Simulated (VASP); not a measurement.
# Be2Al5 (P4/mmm) in VASP: notebook, part 2 of 2

VASP 6.6.1. The steps go on from the part before.

### Step 4. Single point, PBE

This run uses another cell than the first one, of 15.94 Å³/atom.

File INCAR:

```
PREC = Accurate
ENCUT = 520
EDIFF = 1E-6
ISMEAR = 0
SIGMA = 0.1
LREAL = False
LASPH = True
NELM = 100
ALGO = Normal
ISIF = 2
LWAVE = False
LCHARG = False
GGA = PE
NBANDS = 18
```

File KPOINTS:

```
Automatic mesh
0
Gamma
  4 4 4
```

File POSCAR:

```
Be2Al5
1.0
    6.5419281696      0.0000000000      0.0000000000
    0.0000000000      6.5419281696      0.0000000000
    0.0000000000      0.0000000000      2.6078991252
Be Al
2 5
Direct
    0.5000000000      0.0000000000      0.0000000000
    0.0000000000      0.5000000000      0.0000000000
    0.7905002497      0.7905002497      0.5000000000
    0.2094997503      0.2094997503      0.5000000000
    0.2094997503      0.7905002497      0.5000000000
    0.7905002497      0.2094997503      0.5000000000
    0.5000000000      0.5000000000      0.5000000000
```

Potentials or basis: VASP PAW PBE potentials, release 64 (Be, Al).

Launch:

```sh
> cat potpaw_PBE.64/Be/POTCAR potpaw_PBE.64/Al/POTCAR > POTCAR
> mpirun -np 1 vasp_std > vasp.out
```

OUTCAR:

```text
PREC = Accurate
   ENCUT = 520
   EDIFF = 1E-6
   ISMEAR = 0
   LREAL = False
   LASPH = True
   NELM = 100
   ISIF = 2
   GGA = PE

 ion  position               nearest neighbor table
   1  0.500  0.000  0.000-   3 2.68   4 2.68   5 2.68   6 2.68   3 2.68   4 2.68   5 2.68   6 2.68

   2  0.000  0.500  0.000-   3 2.68   4 2.68   5 2.68   6 2.68   3 2.68   4 2.68   5 2.68   6 2.68

   3  0.791  0.791  0.500-   1 2.68   2 2.68   1 2.68   2 2.68   7 2.69   6 2.74   5 2.74
   4  0.209  0.209  0.500-   1 2.68   2 2.68   1 2.68   2 2.68   7 2.69   6 2.74   5 2.74
   5  0.209  0.791  0.500-   1 2.68   2 2.68   1 2.68   2 2.68   7 2.69   4 2.74   3 2.74
   6  0.791  0.209  0.500-   1 2.68   2 2.68   1 2.68   2 2.68   7 2.69   4 2.74   3 2.74
   7  0.500  0.500  0.500-   3 2.69   4 2.69   5 2.69   6 2.69

  LATTYP: Found a simple tetragonal cell.
 ALAT       =     6.5419281696
 C/A-ratio  =     0.3986438031

  Lattice vectors:

 A1 = (   6.5419281696,   0.0000000000,   0.0000000000)
 A2 = (   0.0000000000,   6.5419281696,   0.0000000000)
 A3 = (   0.0000000000,   0.0000000000,   2.6078991252)

Analysis of symmetry for initial positions (statically):
=====================================================================
 Subroutine PRICEL returns:
 Original cell was already a primitive cell.

 Routine SETGRP: Setting up the symmetry group for a
 simple tetragonal supercell.

 Subroutine GETGRP returns: Found 16 space group operations
 (whereof 16 operations were pure point group operations)
 out of a pool of 16 trial point group operations.

The static configuration has the point symmetry D_4h.

Analysis of symmetry for dynamics (positions and initial velocities):
=====================================================================
 Subroutine PRICEL returns:
 Original cell was already a primitive cell.

[... 132 lines left out ...]
  Fermi-wavevector in a.u.,A,eV,Ry     =   0.907316  1.714579 11.200621  0.823222
  Thomas-Fermi vector in A             =   2.031109
   LORBIT       =      0    0 simple, 1 ext, 2 COOP (PROOUT), +10 PAW based schemes
   GGA     = PE    functional components
   LHFCALC =     F    Hartree Fock is set to
   AEXX    =    0.0000 exact exchange contribution
   IVDW    =     0    specifies the selected vdW correction
   LEPSILON=     F    determine dielectric tensor
   LRPA    =     F    only Hartree local field effects (RPA)
 non-spin polarized calculation
 Gauss-broadening in eV      SIGMA  =   0.10
  energy-cutoff  :      520.00
  volume of cell :      111.61
 maximum number of plane-waves:      3034
 NGX is ok and might be reduce to    50
   NGX = 25   NGY = 25   NGZ =  9

 number of electron      19.0000000 magnetization

 Free energy of the ion-electron system (eV)
  ---------------------------------------------------
  ext. energy  EPLUGINS =         0.00000000
  ---------------------------------------------------
  free energy    TOTEN  =       -23.77720438 eV

  energy without entropy =      -23.76686613  energy(sigma->0) =      -23.77203526

 E-fermi :   6.6163     XC(G=0):  -9.7999

 val. band max:        6.5365502314   @ k =   0.2500   0.2500   0.5000
 cond. band min:       6.6645112112   @ k =   0.0000   0.0000   0.5000
 fundamental gap:      0.1279609798
 Fermi energy:         6.6162624144

 k-point     1 :       0.0000    0.0000    0.0000
  band No.  band energies     occupation
      1      -3.8240      2.00000
      2      -0.9749      2.00000
      3      -0.9749      2.00000
      4      -0.2156      2.00000
      5      -0.0642      2.00000
      6       2.4348      2.00000
[... 355 lines left out ...]
      5       3.0827      2.00000
      6       3.1128      2.00000
[... 10 lines left out ...]
     17       9.5823      0.00000
     18       9.9863      0.00000

------------------------ aborting loop because EDIFF is reached ----------------------------------------

  FORCE on cell =-STRESS in cart. coord.  units (eV):
  Direction    XX          YY          ZZ          XY          YZ          ZX
  --------------------------------------------------------------------------------------
  -------------------------------------------------------------------------------------
  Total       -0.0159411     -0.0159411     -0.0866654      0.0000000     -0.0000000      0.0000000
  in kB       -0.2288367     -0.2288367     -1.2440959      0.0000000     -0.0000000      0.0000000
  external PRESSURE =      -0.5672565 kB  Pullay stress =       0.0000000 kB

 VOLUME and BASIS-vectors are now :
 -----------------------------------------------------------------------------
  energy-cutoff  :      520.00
  volume of cell :      111.61
      direct lattice vectors                 reciprocal lattice vectors
     6.541928170  0.000000000  0.000000000     0.152860131  0.000000000  0.000000000
     0.000000000  6.541928170  0.000000000     0.000000000  0.152860131  0.000000000
     0.000000000  0.000000000  2.607899125     0.000000000  0.000000000  0.383450414

 POSITION                                       TOTAL-FORCE (eV/Angst)
 -----------------------------------------------------------------------------------
      3.27096      0.00000      0.00000         0.000000      0.000000      0.000000
      0.00000      3.27096      0.00000         0.000000      0.000000      0.000000
      5.17140      5.17140      1.30395        -0.003961     -0.003961      0.000000
      1.37053      1.37053      1.30395         0.003961      0.003961      0.000000
      1.37053      5.17140      1.30395         0.003961     -0.003961      0.000000
      5.17140      1.37053      1.30395        -0.003961      0.003961     -0.000000
      3.27096      3.27096      1.30395         0.000000      0.000000      0.000000
 -----------------------------------------------------------------------------------
    total drift:                                0.000000     -0.000000     -0.000000

  FREE ENERGIE OF THE ION-ELECTRON SYSTEM (eV)
  ---------------------------------------------------
  free  energy   TOTEN  =       -23.7772043825 eV

  energy  without entropy=      -23.7668661278  energy(sigma->0) =      -23.77203526
```

stdout:

```text
POSCAR found type information on POSCAR BeAl
 POSCAR found :  2 types and       7 ions
 scaLAPACK will be used
 LDA part: xc-table for (Slater+PW92), standard interpolation
 POSCAR, INCAR and KPOINTS ok, starting setup
 FFT: planning ... GRIDC
 FFT: planning ... GRID_SOFT
 FFT: planning ... GRID
 WAVECAR not read
 entering main loop
```

It took 15 s on 1 thread of AMD EPYC 9R45 (Zen 5), shared host; peak memory 0.18 GiB.

What came out:

- Free energy: -23.7772 eV
- Pressure: -0.1 GPa
- Largest force: 0.006 eV/Å
- Band gap on the k mesh: zero (an odd number of electrons rules out a gap without spin polarisation)

Forces in eV/Å, atoms in the order of the input:
```
Be   0.000  0.000  0.000
Be   0.000  0.000  0.000
Al  -0.004 -0.004  0.000
Al   0.004  0.004  0.000
Al   0.004 -0.004  0.000
Al  -0.004  0.004  0.000
Al   0.000  0.000  0.000
```

Stress tensor (GPa, compression positive):
```
-0.02  0.00  0.00
 0.00 -0.02  0.00
 0.00  0.00 -0.12
```

Caveat: the k points lie up to 0.60 Å⁻¹ apart, too coarse for converged energies and pressures of a metal.

### Step 5. Relaxation of cell and atoms, PBE

This run uses another cell than the first one, of 15.01 Å³/atom.

File INCAR:

```
SYSTEM = Be2Al5
PREC     = Accurate       ! precision mode
ENCUT    = 600            ! plane-wave cutoff, eV
EDIFF    = 1E-6           ! SCF threshold, eV
ISMEAR   = 0              ! smearing method
SIGMA    = 0.1            ! smearing width, eV
LREAL    = .FALSE.        ! projectors in reciprocal space
LASPH    = .TRUE.         ! aspherical terms in the spheres
NELM     = 100            ! most SCF steps
ALGO     = Normal         ! electronic algorithm
ISIF     = 3              ! what is computed and relaxed
LWAVE    = .FALSE.        ! write WAVECAR
LCHARG   = .FALSE.        ! write CHGCAR
GGA      = PE             ! functional
IBRION   = 2              ! ionic algorithm
NSW      = 90             ! ionic steps
EDIFFG   = -0.04          ! ionic threshold
```

File KPOINTS:

```
Automatic mesh
0
G
  4 4 4
  0 0 0
```

File POSCAR:

```
Be2Al5
1.0
    4.6383891500      0.0000000000      0.0000000000
    0.0000000000      4.6383891500      0.0000000000
    0.0000000000      0.0000000000      4.8837582700
Be Al
2 5
Direct
    0.5000000000      0.0000000000      0.0000000000
    0.0000000000      0.5000000000      0.0000000000
    0.7810714100      0.7810714100      0.5000000000
    0.2189285900      0.2189285900      0.5000000000
    0.2189285900      0.7810714100      0.5000000000
    0.7810714100      0.2189285900      0.5000000000
    0.5000000000      0.5000000000      0.5000000000
```

Potentials or basis: VASP PAW PBE potentials, release 64 (Be, Al).

Launch:

```sh
> cat potpaw_PBE.64/Be/POTCAR potpaw_PBE.64/Al/POTCAR > POTCAR
> mpirun -np 1 vasp_std > vasp.out
```

OUTCAR:

```text
SYSTEM = Be2Al5
   PREC = Accurate
   ENCUT = 600
   EDIFF = 1E-6
   ISMEAR = 0
   LREAL = .FALSE.
   LASPH = .TRUE.
   NELM = 100
   ISIF = 3
   GGA = PE
   IBRION = 2
   NSW = 90
   EDIFFG = -0.04

 ion  position               nearest neighbor table
   1  0.500  0.000  0.000-
   2  0.000  0.500  0.000-
   3  0.781  0.781  0.500-   7 1.84   6 2.03   5 2.03   6 2.61   5 2.61   4 2.87   4 3.31   4 3.31

   4  0.219  0.219  0.500-   7 1.84   6 2.03   5 2.03   5 2.61   6 2.61   3 2.87   3 3.31   3 3.31

   5  0.219  0.781  0.500-   7 1.84   4 2.03   3 2.03   3 2.61   4 2.61   6 2.87   6 3.31   6 3.31

   6  0.781  0.219  0.500-   7 1.84   4 2.03   3 2.03   3 2.61   4 2.61   5 2.87   5 3.31   5 3.31

   7  0.500  0.500  0.500-   3 1.84   4 1.84   5 1.84   6 1.84

  LATTYP: Found a simple tetragonal cell.
 ALAT       =     4.6383891500
 C/A-ratio  =     1.0528996408

  Lattice vectors:

 A1 = (   4.6383891500,   0.0000000000,   0.0000000000)
 A2 = (   0.0000000000,   4.6383891500,   0.0000000000)
 A3 = (   0.0000000000,   0.0000000000,   4.8837582700)

Analysis of symmetry for initial positions (statically):
=====================================================================
 Subroutine PRICEL returns:
 Original cell was already a primitive cell.

 Routine SETGRP: Setting up the symmetry group for a
 simple tetragonal supercell.

 Subroutine GETGRP returns: Found 16 space group operations
 (whereof 16 operations were pure point group operations)
 out of a pool of 16 trial point group operations.

The static configuration has the point symmetry D_4h.

Analysis of symmetry for dynamics (positions and initial velocities):
=====================================================================
 Subroutine PRICEL returns:
 Original cell was already a primitive cell.

 Routine SETGRP: Setting up the symmetry group for a
 simple tetragonal supercell.

 Subroutine GETGRP returns: Found 16 space group operations
 (whereof 16 operations were pure point group operations)
[... 125 lines left out ...]
     AMIX_MAG =   1.60;   BMIX_MAG =  1.00
  volume/ion in A,a.u.               =      15.01       101.29
  Fermi-wavevector in a.u.,A,eV,Ry     =   0.925756  1.749425 11.660521  0.857024
  Thomas-Fermi vector in A             =   2.051645
   LORBIT       =      0    0 simple, 1 ext, 2 COOP (PROOUT), +10 PAW based schemes
   GGA     = PE    functional components
   LHFCALC =     F    Hartree Fock is set to
   AEXX    =    0.0000 exact exchange contribution
   IVDW    =     0    specifies the selected vdW correction
   LEPSILON=     F    determine dielectric tensor
   LRPA    =     F    only Hartree local field effects (RPA)
 conjugate gradient relaxation of ions
 non-spin polarized calculation
 Gauss-broadening in eV      SIGMA  =   0.10
  energy-cutoff  :      600.00
  volume of cell :      105.07
 maximum number of plane-waves:      3526
 NGX is ok and might be reduce to    40
   NGX = 19   NGY = 19   NGZ = 19

--------------------------------------- Ionic step        1  -------------------------------------------

 number of electron      19.0000000 magnetization

 Free energy of the ion-electron system (eV)
  ---------------------------------------------------
  ext. energy  EPLUGINS =         0.00000000
  ---------------------------------------------------
  free energy    TOTEN  =        -0.96389250 eV

  energy without entropy =       -0.94378949  energy(sigma->0) =       -0.95384099

------------------------ aborting loop because EDIFF is reached ----------------------------------------

  FORCE on cell =-STRESS in cart. coord.  units (eV):
  Direction    XX          YY          ZZ          XY          YZ          ZX
  --------------------------------------------------------------------------------------
  -------------------------------------------------------------------------------------
  Total       76.3627819     76.3627819    -10.5545326      0.0000000     -0.0000000      0.0000000
  in kB     1164.4042988   1164.4042988   -160.9389134      0.0000000     -0.0000000      0.0000000
  external PRESSURE =     722.6232281 kB  Pullay stress =       0.0000000 kB
[... 685 lines left out ...]
  band No.  band energies     occupation
      1       3.7601      2.00000
      2       4.6400      2.00000
      3       4.6400      2.00000
      4       5.2028      2.00000
      5       5.2650      2.00000
      6       5.2650      2.00000
      7       5.5623      2.00000
      8       8.0031      2.00000
      9      10.7028      0.00000
     10      10.7028      0.00000
     11      10.7316      0.00000
     12      12.7582      0.00000
     13      14.0535      0.00000

[... ionic steps 4 to 19 ...]

--------------------------------------- Ionic step       20  -------------------------------------------

 number of electron      19.0000000 magnetization

------------------------ aborting loop because EDIFF is reached ----------------------------------------
[... 77 lines left out ...]
--------------------------------------- Ionic step       22  -------------------------------------------

 number of electron      19.0000000 magnetization

 Free energy of the ion-electron system (eV)
  ---------------------------------------------------
  ext. energy  EPLUGINS =         0.00000000
  ---------------------------------------------------
  free energy    TOTEN  =       -23.76865813 eV

  energy without entropy =      -23.75883937  energy(sigma->0) =      -23.76374875

 E-fermi :   6.6289     XC(G=0):  -9.8027

 val. band max:        6.5451181113   @ k =   0.2500   0.2500   0.5000
 cond. band min:       6.6864825536   @ k =   0.2500   0.2500   0.5000
 fundamental gap:      0.1413644423
 Fermi energy:         6.6289411879
[... 320 lines left out ...]
  FREE ENERGIE OF THE ION-ELECTRON SYSTEM (eV)
  ---------------------------------------------------
  free  energy   TOTEN  =       -23.7686581289 eV

  energy  without entropy=      -23.7588393672  energy(sigma->0) =      -23.76374875

 reached required accuracy - stopping structural energy minimisation
```

OSZICAR:

```text
N       E                     dE             d eps       ncg     rms          rms(c)
DAV:   1     0.634089704943E+02    0.63409E+02   -0.75391E+03   468   0.128E+03
DAV:   2    -0.863459585101E+00   -0.64272E+02   -0.61363E+02   598   0.172E+02
DAV:   3    -0.516578918903E+01   -0.43023E+01   -0.40930E+01   707   0.462E+01
[... 232 lines left out ...]
DAV:   1    -0.237686654312E+02   -0.74359E-03   -0.11797E-02   513   0.691E-01    0.423E-02
DAV:   2    -0.237686626508E+02    0.27804E-05   -0.58709E-04   513   0.174E-01    0.227E-02
DAV:   3    -0.237686591930E+02    0.34578E-05   -0.18733E-05   586   0.313E-02    0.153E-02
DAV:   4    -0.237686581523E+02    0.10407E-05   -0.28634E-06   439   0.104E-02    0.356E-03
DAV:   5    -0.237686581289E+02    0.23440E-07   -0.35887E-07   234   0.396E-03
  22 F= -.23768658E+02 E0= -.23763749E+02  d E =-.736301E-03
```

Run time: 3.5 min. Hardware: 1 thread of AMD EPYC 9R45 (Zen 5), shared host; peak memory 0.22 GiB.

What came out:

```yaml
Free_energy: -23.7687 eV
Relaxed_volume: 15.93 Å³/atom
Relaxed_cell: a = 6.540 Å, b = 6.540 Å, c = 2.607 Å, α = 90.00°, β = 90.00°, γ = 90.00°
Space_group_after_relaxing_to_0.1_Å: P4/mmm (No. 123)
Energy_gained_by_relaxing: 3257.8 meV/atom
Ionic_steps: 22
Pressure_after_relaxing: 0.0 GPa
Largest_force_after_relaxing: 0.023 eV/Å
```

Forces on the atoms (eV/Å):
```
Be   0.000  0.000  0.000
Be   0.000  0.000  0.000
Al  -0.016 -0.016  0.000
Al   0.016  0.016  0.000
Al   0.016 -0.016  0.000
Al  -0.016  0.016  0.000
Al   0.000  0.000  0.000
```

The path:
| step | energy change (eV) | largest force (eV/Å) | pressure (GPa) | volume (Å³) |
| --- | --- | --- | --- | --- |
| 1 | 0.0000 | 2.6460 | 72.26 | 105.07 |
| 2 | -15.6471 | 0.3002 | -8.59 | 226.96 |
| 3 | -17.8543 | 1.1797 | -3.38 | 169.96 |
| 4 | -17.8552 | 1.1125 | -4.78 | 175.19 |
| 5 | -17.8655 | 1.1527 | -4.07 | 172.43 |
| 6 | -18.9782 | 0.2382 | -4.96 | 160.54 |
| 7 | -20.6409 | 1.0632 | -4.46 | 137.70 |
| 8 | -18.0409 | 2.8430 | 39.86 | 88.75 |
| 9 | -20.6990 | 1.3291 | -3.59 | 132.26 |
| 10 | -21.2735 | 1.8183 | 2.31 | 113.79 |
| 11 | -22.3530 | 1.2712 | 3.19 | 109.54 |
| 12 | -22.4097 | 1.1561 | 3.99 | 108.57 |
| 13 | -22.1972 | 0.8967 | 7.52 | 106.46 |
| 14 | -22.4152 | 1.1016 | 4.41 | 108.28 |
| 15 | -22.6531 | 0.5717 | -1.95 | 116.17 |
| 16 | -22.6546 | 0.5365 | -2.36 | 116.84 |
| 17 | -22.7594 | 0.2840 | -1.31 | 114.29 |
| 18 | -22.7942 | 0.0549 | 0.03 | 111.77 |
| 19 | -22.7945 | 0.0176 | -0.11 | 112.01 |
| 20 | -22.8027 | 0.0801 | 0.05 | 111.34 |
| 21 | -22.8040 | 0.0629 | 0.00 | 111.51 |
| 22 | -22.8048 | 0.0233 | -0.02 | 111.52 |

Final structure:
```cif
data_structure
_symmetry_space_group_name_H-M 'P 1'
_symmetry_Int_Tables_number 1
_cell_length_a 6.5400
_cell_length_b 6.5400
_cell_length_c 2.6074
_cell_angle_alpha 90.000
_cell_angle_beta 90.000
_cell_angle_gamma 90.000
_cell_volume 111.52
loop_
_atom_site_label
_atom_site_type_symbol
_atom_site_fract_x
_atom_site_fract_y
_atom_site_fract_z
_atom_site_occupancy
Be1 Be 0.50000 0.00000 0.00000 1
Be2 Be 0.00000 0.50000 0.00000 1
Al1 Al 0.79073 0.79073 0.50000 1
Al2 Al 0.20927 0.20927 0.50000 1
Al3 Al 0.20927 0.79073 0.50000 1
Al4 Al 0.79073 0.20927 0.50000 1
Al5 Al 0.50000 0.50000 0.50000 1
```

Levels at points of the mesh, in eV from the Fermi level:
```csv
k point,band 5,band 6,band 7,band 8,band 9,band 10,band 11,band 12,band 13
"(0.00, 0.00, 0.00)",-6.69,-4.18,-4.12,-4.12,-2.83,1.67,1.67,3.26,3.42
"(0.50, 0.00, 0.00)",-6.25,-5.79,-3.23,-2.81,-0.50,0.29,0.36,0.48,2.34
"(0.50, 0.50, 0.00)",-3.69,-2.56,-2.26,-2.26,-2.07,-1.79,-1.60,-1.60,3.18
"(0.00, 0.00, 0.50)",-2.80,-1.93,-1.89,-1.89,-1.48,-0.82,0.58,0.80,0.80
"(0.50, 0.00, 0.50)",-2.36,-1.77,-1.64,-1.48,-1.20,-0.96,-0.94,-0.16,1.18
"(0.50, 0.50, 0.50)",-3.53,-3.50,-3.38,-3.38,1.09,1.10,1.62,1.62,1.71
```

Caveat: the highest band is partly filled, so the run has too few bands; a cell axis changed by over 15 % at a fixed basis, so the end point is rough.

### Step 6. The runs side by side

```csv
task,cell,k mesh,cutoff (eV),gap on the mesh (eV),pressure (GPa),relaxed volume (Å³/atom),largest force (eV/Å)
single point,"a = 6.411, b = 6.411, c = 2.688 Å, 7 atoms, atomic positions A",6 × 6 × 14,520,none,0.0,-,0.01
relaxation of cell and atoms,"relaxed from a = 6.303, b = 6.303, c = 2.798 Å, 7 atoms, atomic positions B",6 × 6 × 14,600,-,0.0,15.77,0.01
single point,"a = 6.542, b = 6.542, c = 2.608 Å, 7 atoms, atomic positions C",4 × 4 × 4,520,none,-0.1,-,0.01
relaxation of cell and atoms,"relaxed from a = 4.638, b = 4.638, c = 4.884 Å, 7 atoms, atomic positions D",4 × 4 × 4,600,-,0.0,15.93,0.02
```

Alike in all rows: level PBE; potentials or basis VASP PAW PBE potentials, release 64 (Be, Al); no spin polarisation; smearing gaussian 0.1 eV.

Caveats: some runs use coarse meshes; the highest band is partly filled, so the run has too few bands (at least some runs); a cell axis changed by over 15 % at a fixed basis, so the end point is rough (at least some runs).

Absolute energies hang on the potentials; compare differences alone.

The gap in the log of VASP goes by the Fermi energy; the results here count the filled bands.